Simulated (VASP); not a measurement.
# SiC (scan) (P6_3mc) in VASP: further runs

SiC (scan) is run at these levels: r2SCAN; tasks: single point, relaxation of cell and atoms.

Program: VASP 6.6.1. These are calculated values, not measurements. Logs are shortened: lines on timing, memory, paths and dates and some standing lists are left out, and cuts for length are marked.

### Step 1. The cell of the first run

The structure is hexagonal, space group P6_3mc (No. 186). Conventional cell: a = 3.075 Å, b = 3.075 Å, c = 5.049 Å, α = 90.00°, β = 90.00°, γ = 120.00°. Within 2.4 Å of Si (site symmetry 3m) lie 4 C at 1.79 to 2.27 Å. C (site symmetry 3m) has 4 Si at 1.79 to 2.27 Å within 2.4 Å.

### Step 2. Single point, r2SCAN

POSCAR reads:

```
SiC
1.0
    3.0754984732      0.0000000000      0.0000000000
   -1.5377492366      2.6634598071      0.0000000000
    0.0000000000      0.0000000000      5.0485506836
Si C
2 2
Direct
    0.3333333333      0.6666666667     -0.0376596689
    0.6666666667      0.3333333333      0.4623403311
    0.3333333333      0.6666666667      0.4126596689
    0.6666666667      0.3333333333      0.9126596689
```

INCAR.step1 reads:

```
PREC = Accurate
ENCUT = 520
ISMEAR = 0
SIGMA = 0.01
LREAL = F
LASPH = T
NELM = 80
NBANDS = 16
GGA = PE
ALGO = Normal
EDIFF = 1E-4
LWAVE = T
LCHARG = F
```

INCAR.step2 reads:

```
PREC = Accurate
ENCUT = 520
EDIFF = 1E-6
ISMEAR = 0
SIGMA = 0.01
LREAL = F
LASPH = T
NELM = 80
ALGO = Normal
ISIF = 2
LWAVE = F
LCHARG = F
METAGGA = R2SCAN
LMIXTAU = T
NBANDS = 16
ISTART = 1
```

KPOINTS reads:

```
Automatic mesh
0
Gamma
  9 9 6
```

Potentials or basis: VASP PAW PBE potentials, release 64 (Si, C).

On the command line:

```console
$ cat potpaw_PBE.64/Si/POTCAR potpaw_PBE.64/C/POTCAR > POTCAR
$ cp INCAR.step1 INCAR
$ mpirun -np 1 vasp_std > vasp.out
$ cp INCAR.step2 INCAR
$ mpirun -np 1 vasp_std > vasp.out
```

OUTCAR:

```text
PREC = Accurate
   ENCUT = 520
   EDIFF = 1E-6
   ISMEAR = 0
   LREAL = F
   LASPH = T
   NELM = 80
   ISIF = 2
   METAGGA = R2SCAN
   ISTART = 1

 ion  position               nearest neighbor table
   1  0.333  0.667  0.962-   4 1.79   4 1.79   4 1.79   3 2.27   2 3.09   2 3.09   2 3.09   2 3.09
                             2 3.09   2 3.09
   2  0.667  0.333  0.462-   3 1.79   3 1.79   3 1.79   4 2.27   1 3.09   1 3.09   1 3.09   1 3.09
                             1 3.09   1 3.09
   3  0.333  0.667  0.413-   2 1.79   2 1.79   2 1.79   1 2.27
   4  0.667  0.333  0.913-   1 1.79   1 1.79   1 1.79   2 2.27

  LATTYP: Found a hexagonal cell.
 ALAT       =     3.0754984732
 C/A-ratio  =     1.6415389985

  Lattice vectors:

 A1 = (   3.0754984732,   0.0000000000,   0.0000000000)
 A2 = (  -1.5377492366,   2.6634598071,   0.0000000000)
 A3 = (   0.0000000000,   0.0000000000,   5.0485506836)

Analysis of symmetry for initial positions (statically):
=====================================================================
 Subroutine PRICEL returns:
 Original cell was already a primitive cell.

 Routine SETGRP: Setting up the symmetry group for a
 hexagonal supercell.

 Subroutine GETGRP returns: Found 12 space group operations
 (whereof  6 operations were pure point group operations)
 out of a pool of 24 trial point group operations.

The static configuration has the point symmetry C_3v.
 The point group associated with its full space group is C_6v.

Analysis of symmetry for dynamics (positions and initial velocities):
=====================================================================
 Subroutine PRICEL returns:
 Original cell was already a primitive cell.

 Routine SETGRP: Setting up the symmetry group for a
 hexagonal supercell.

 Subroutine GETGRP returns: Found 12 space group operations
 (whereof  6 operations were pure point group operations)
 out of a pool of 24 trial point group operations.

The dynamic configuration has the point symmetry C_3v.
 The point group associated with its full space group is C_6v.

 Subroutine INISYM returns: Found 12 space group operations
 (whereof  6 operations are pure point group operations),
 and found     1 'primitive' translations

----------------------------------------------------------------------------------------

                                     Primitive cell

  volume of cell :      41.3550

  direct lattice vectors                    reciprocal lattice vectors
     3.075498473  0.000000000  0.000000000     0.325150543  0.187725754  0.000000000
    -1.537749237  2.663459807  0.000000000     0.000000000  0.375451508  0.000000000
     0.000000000  0.000000000  5.048550684     0.000000000  0.000000000  0.198076649

  length of vectors
     3.075498473  3.075498473  5.048550684     0.375451508  0.375451508  0.198076649

  position of ions in fractional coordinates (direct lattice)
     0.333333333  0.666666667  0.962340331
     0.666666667  0.333333333  0.462340331
     0.333333333  0.666666667  0.412659669
     0.666666667  0.333333333  0.912659669

  ion indices of the primitive-cell ions
   primitive index   ion index
                 1           1
                 2           2
                 3           3
                 4           4

----------------------------------------------------------------------------------------

 KPOINTS: Automatic mesh

Automatic generation of k-mesh.
 Grid dimensions read from file:
 generate k-points for:    9    9    6

 Generating k-lattice:

  Cartesian coordinates                     Fractional coordinates (reciprocal lattice)
     0.036127838  0.020858417  0.000000000     0.111111111 -0.000000000  0.000000000
     0.000000000  0.041716834  0.000000000     0.000000000  0.111111111  0.000000000
     0.000000000  0.000000000  0.033012775     0.000000000  0.000000000  0.166666667

  Length of vectors
     0.041716834  0.041716834  0.033012775

  Shift w.r.t. Gamma in fractional coordinates (k-lattice)
     0.000000000  0.000000000  0.000000000

 Subroutine IBZKPT returns following result:
 ===========================================

 Found     48 irreducible k-points:

 Following reciprocal coordinates:
            Coordinates               Weight
  0.000000  0.000000  0.000000      1.000000
  0.111111  0.000000  0.000000      6.000000
  0.222222  0.000000  0.000000      6.000000
  0.333333  0.000000  0.000000      6.000000
  0.444444  0.000000  0.000000      6.000000
  0.111111  0.111111  0.000000      6.000000
[... 16 lines left out ...]
  0.333333  0.222222  0.166667     24.000000
  0.333333  0.333333  0.166667      4.000000
 [... further k-points ...]
   k-points           NKPTS =     48   k-points in BZ     NKDIM =     48   number of bands    NBANDS=     16
   number of dos      NEDOS =    301   number of ions     NIONS =      4
   total plane-waves  NPLWV =  23040
   dimension x,y,z NGX =    24 NGY =   24 NGZ =   40
   dimension x,y,z NGXF=    48 NGYF=   48 NGZF=   80
   ions per type =               2   2
   NGX,Y,Z   is equivalent  to a cutoff of  12.97, 12.97, 13.17 a.u.
   NGXF,Y,Z  is equivalent  to a cutoff of  25.95, 25.95, 26.34 a.u.
 SYSTEM =  unknown system
   PREC   = accura    normal or accurate (medium, high low for compatibility)
   ISTART =      1    job   : 0-new  1-cont  2-samecut
   ICHARG =      0    charge: 1-file 2-atom 10-const
   ISPIN  =      1    spin polarized calculation?
   LNONCOLLINEAR =      F non collinear calculations
   LSORBIT =      F    spin-orbit coupling
   LASPH  =      T    aspherical Exc in radial PAW
   ENCUT  =  520.0 eV  38.22 Ry    6.18 a.u.   5.72  5.72  9.39*2*pi/ulx,y,z
   NELM   =     80;   NELMIN=  2; NELMDL=  0     # of ELM steps
   EDIFF  = 0.1E-05   stopping-criterion for ELM
   LREAL  =      F    real-space projection
   EDIFFG = 0.1E-04   stopping-criterion for IOM
   NSW    =      0    number of steps for IOM
   IBRION =     -1    ionic relax: 0-MD 1-quasi-New 2-CG
   NFREE  =      0    steps in history (QN), initial steepest desc. (CG)
   ISIF   =      2    stress and relaxation
   ISYM   =      2    0-nonsym 1-usesym 2-fastsym
   POTIM  = 0.5000    time-step for ionic-motion
   TEBEG  =    0.0;   TEEND  =   0.0 temperature during run
   PSTRESS=    0.0 pullay stress
   NELECT =      16.0000    total number of electrons
   NUPDOWN=      -1.0000    fix difference up-down
   EMIN   =  10.00;   EMAX   =-10.00  energy-range for DOS
   EFERMI =   0.00;   METHOD = LEGACY
   ISMEAR =     0;   SIGMA  =   0.01  broadening in eV -4-tet -1-fermi 0-gaus
   EFERMI_NEDOS =   21; number of points for ismear=-14 and -15
   IALGO  =     38    algorithm
   IMIX   =      4    mixing-type and parameters
     AMIX     =   0.40;   BMIX     =  1.00
     AMIX_MAG =   1.60;   BMIX_MAG =  1.00
  volume/ion in A,a.u.               =      10.34        69.77
  Fermi-wavevector in a.u.,A,eV,Ry     =   1.192904  2.254261 19.361350  1.423019
  Thomas-Fermi vector in A             =   2.328931
   LORBIT       =      0    0 simple, 1 ext, 2 COOP (PROOUT), +10 PAW based schemes
   METAGGA = R2SCAN    functional components
   LHFCALC =     F    Hartree Fock is set to
   AEXX    =    0.0000 exact exchange contribution
   IVDW    =     0    specifies the selected vdW correction
   LEPSILON=     F    determine dielectric tensor
   LRPA    =     F    only Hartree local field effects (RPA)
 non-spin polarized calculation
 Gauss-broadening in eV      SIGMA  =   0.01
  energy-cutoff  :      520.00
  volume of cell :       41.36
 maximum number of plane-waves:      1125
 NGX is ok and might be reduce to    24
   NGX = 11   NGY = 11   NGZ = 19

 number of electron      16.0000000 magnetization

 Free energy of the ion-electron system (eV)
  ---------------------------------------------------
  ext. energy  EPLUGINS =         0.00000000
  ---------------------------------------------------
  free energy    TOTEN  =       -37.25754769 eV

  energy without entropy =      -37.25754769  energy(sigma->0) =      -37.25754769

 E-fermi :   9.8519     XC(G=0): -11.9358

 val. band max:        9.7313732279   @ k =   0.0000   0.0000   0.0000
 cond. band min:      11.1891284579   @ k =   0.4444   0.0000   0.0000
 fundamental gap:      1.4577552300
 Fermi energy:         9.8518864242

 k-point     1 :       0.0000    0.0000    0.0000
  band No.  band energies     occupation
      1      -8.3020      2.00000
      2      -5.0367      2.00000
      3       0.0870      2.00000
      4       6.0450      2.00000
      5       6.0450      2.00000
      6       7.1975      2.00000
[... 8 lines left out ...]
     15      17.0479      0.00000
     16      20.0908      0.00000

 k-point     2 :       0.1111    0.0000    0.0000
  band No.  band energies     occupation
      1      -8.0794      2.00000
      2      -4.8438      2.00000
      3       0.3095      2.00000
      4       4.9814      2.00000
      5       5.7186      2.00000
      6       6.4553      2.00000
[... 8 lines left out ...]
     15      17.6995      0.00000
     16      19.6290      0.00000

 k-point     3 :       0.2222    0.0000    0.0000
  band No.  band energies     occupation
      1      -7.4234      2.00000
      2      -4.2949      2.00000
      3       0.9531      2.00000
      4       2.8451      2.00000
      5       4.7629      2.00000
      6       5.0619      2.00000
[... 8 lines left out ...]
     15      18.9194      0.00000
     16      18.9775      0.00000

 k-point     4 :       0.3333    0.0000    0.0000
  band No.  band energies     occupation
      1      -6.3832      2.00000
      2      -3.5489      2.00000
      3       0.6310      2.00000
      4       2.0814      2.00000
      5       2.8493      2.00000
      6       4.4766      2.00000
[... 8 lines left out ...]
     15      18.8702      0.00000
     16      20.1754      0.00000
[... 324 lines left out ...]
 k-point    22 :       0.2222    0.2222    0.1667
  band No.  band energies     occupation
      1      -5.6621      2.00000
      2      -3.4652      2.00000
      3       0.5720      2.00000
      4       1.9448      2.00000
      5       3.0753      2.00000
      6       3.3928      2.00000
[... 8 lines left out ...]
     15      18.1422      0.00000
     16      21.2758      0.00000

 k-point    23 :       0.3333    0.2222    0.1667
  band No.  band energies     occupation
      1      -4.5116      2.00000
      2      -3.2264      2.00000
      3      -0.0071      2.00000
      4       1.0497      2.00000
      5       1.9781      2.00000
      6       3.7765      2.00000
[... 8 lines left out ...]
     15      19.5212      0.00000
     16      21.8886      0.00000

 k-point    24 :       0.3333    0.3333    0.1667
  band No.  band energies     occupation
      1      -3.6192      2.00000
      2      -3.6192      2.00000
      3       0.7226      2.00000
      4       0.7226      2.00000
      5       0.9254      2.00000
      6       3.0171      2.00000
[... 8 lines left out ...]
     15      19.7905      0.00000
     16      21.5161      0.00000

 [... further k-points ...]

------------------------ aborting loop because EDIFF is reached ----------------------------------------

  FORCE on cell =-STRESS in cart. coord.  units (eV):
  Direction    XX          YY          ZZ          XY          YZ          ZX
  --------------------------------------------------------------------------------------
  -------------------------------------------------------------------------------------
  Total        3.1151559      3.1151559     -0.4105020      0.0000000      0.0000000      0.0000000
  in kB      120.6874155    120.6874155    -15.9036725      0.0000000      0.0000000      0.0000000
  external PRESSURE =      75.1570528 kB  Pullay stress =       0.0000000 kB

 VOLUME and BASIS-vectors are now :
 -----------------------------------------------------------------------------
  energy-cutoff  :      520.00
  volume of cell :       41.36
      direct lattice vectors                 reciprocal lattice vectors
     3.075498473  0.000000000  0.000000000     0.325150543  0.187725754  0.000000000
    -1.537749237  2.663459807  0.000000000     0.000000000  0.375451508  0.000000000
     0.000000000  0.000000000  5.048550684     0.000000000  0.000000000  0.198076649

 POSITION                                       TOTAL-FORCE (eV/Angst)
 -----------------------------------------------------------------------------------
     -0.00000      1.77564      4.85842         0.000000     -0.000000      2.229164
      1.53775      0.88782      2.33415        -0.000000      0.000000      2.229164
     -0.00000      1.77564      2.08333         0.000000     -0.000000     -2.229164
      1.53775      0.88782      4.60761        -0.000000      0.000000     -2.229164
 -----------------------------------------------------------------------------------
    total drift:                               -0.000000     -0.000000     -0.001679

  FREE ENERGIE OF THE ION-ELECTRON SYSTEM (eV)
  ---------------------------------------------------
  free  energy   TOTEN  =       -37.2575476911 eV

  energy  without entropy=      -37.2575476911  energy(sigma->0) =      -37.25754769
```

It took 87 s on 1 thread of Intel Xeon 6975P-C (Granite Rapids), shared host; peak memory 0.17 GiB.

What came out:

| Property | Result |
| --- | --- |
| Free energy | -37.2575 eV |
| Pressure | 7.5 GPa |
| Largest force | 2.229 eV/Å |
| Band gap on the k mesh | 1.46 eV, indirect (least direct gap 3.65 eV) |

Forces in eV/Å, atoms in the order of the input:
```
Si   0.000  0.000  2.229
Si   0.000  0.000  2.229
C    0.000  0.000 -2.229
C    0.000  0.000 -2.229
```

Levels at points of the mesh, in eV from the valence-band top:
```tsv
k point	band 5	band 6	band 7	band 8	band 9	band 10	band 11	band 12
(0.00, 0.00, 0.00)	-3.69	-2.53	-2.53	0.00	3.65	4.72	5.50	5.50
(0.00, 0.00, 0.50)	-3.15	-3.15	-3.15	-3.15	4.81	4.81	6.08	6.08
```

Caveat: the PAW data sets were made with another functional, which shifts forces and pressure a little. A k mesh can miss the band edges.

### Step 3. Single point, r2SCAN

POSCAR reads:

```
SiC
1.0
    3.0754984732      0.0000000000      0.0000000000
   -1.5377492366      2.6634598071      0.0000000000
    0.0000000000      0.0000000000      5.0485506836
Si C
2 2
Direct
    0.3333333333      0.6666666667     -0.0469747931
    0.6666666667      0.3333333333      0.4530252069
    0.3333333333      0.6666666667      0.4219747931
    0.6666666667      0.3333333333      0.9219747931
```

INCAR.step1 reads:

```
ALGO = Normal
EDIFF = 1E-4
ENCUT = 520
GGA = PE
ISMEAR = 0
LASPH = True
LCHARG = False
LREAL = False
LWAVE = True
NBANDS = 16
NELM = 60
PREC = Accurate
SIGMA = 0.01
```

INCAR.step2 reads:

```
ALGO = Normal
EDIFF = 1E-6
ENCUT = 520
ISIF = 2
ISMEAR = 0
ISTART = 1
LASPH = True
LCHARG = False
LMIXTAU = True
LREAL = False
LWAVE = False
METAGGA = R2SCAN
NBANDS = 16
NELM = 60
PREC = Accurate
SIGMA = 0.01
```

KPOINTS reads:

```
k-points
0
Gamma
  9 9 6
```

Potentials or basis: VASP PAW PBE potentials, release 64 (Si, C).

On the command line:

```console
$ cat potpaw_PBE.64/Si/POTCAR potpaw_PBE.64/C/POTCAR > POTCAR
$ cp INCAR.step1 INCAR
$ mpirun -np 1 vasp_std > vasp.out
$ cp INCAR.step2 INCAR
$ mpirun -np 1 vasp_std > vasp.out
```

Run time: 76 s. Hardware: 1 thread of Intel Xeon 6975P-C (Granite Rapids), shared host; peak memory 0.17 GiB.

The run converged. Its results:

```yaml
Free_energy: -36.8909 eV
Pressure: 9.3 GPa
Largest_force: 1.609 eV/Å
Band_gap_on_the_k_mesh: 1.22 eV, indirect (least direct gap 3.35 eV)
```

Forces in eV/Å, atoms in the order of the input:
```
Si   0.000  0.000  1.609
Si   0.000  0.000  1.609
C    0.000  0.000 -1.609
C    0.000  0.000 -1.609
```

Stress tensor (GPa, compression positive):
```
13.59  0.00  0.00
 0.00 13.59  0.00
 0.00  0.00  0.67
```

Levels at points of the mesh, in eV from the valence-band top:
| k point | band 5 | band 6 | band 7 | band 8 | band 9 | band 10 | band 11 | band 12 |
| --- | --- | --- | --- | --- | --- | --- | --- | --- |
| (0.00, 0.00, 0.00) | -3.99 | -2.86 | -2.86 | 0.00 | 3.43 | 4.47 | 5.29 | 5.29 |
| (0.00, 0.00, 0.50) | -3.46 | -3.46 | -3.46 | -3.46 | 4.62 | 4.62 | 5.85 | 5.85 |

Caveat: the PAW data sets were made with another functional, which shifts forces and pressure a little. A k mesh can miss the band edges.

(Continued in part 2 of 2.)
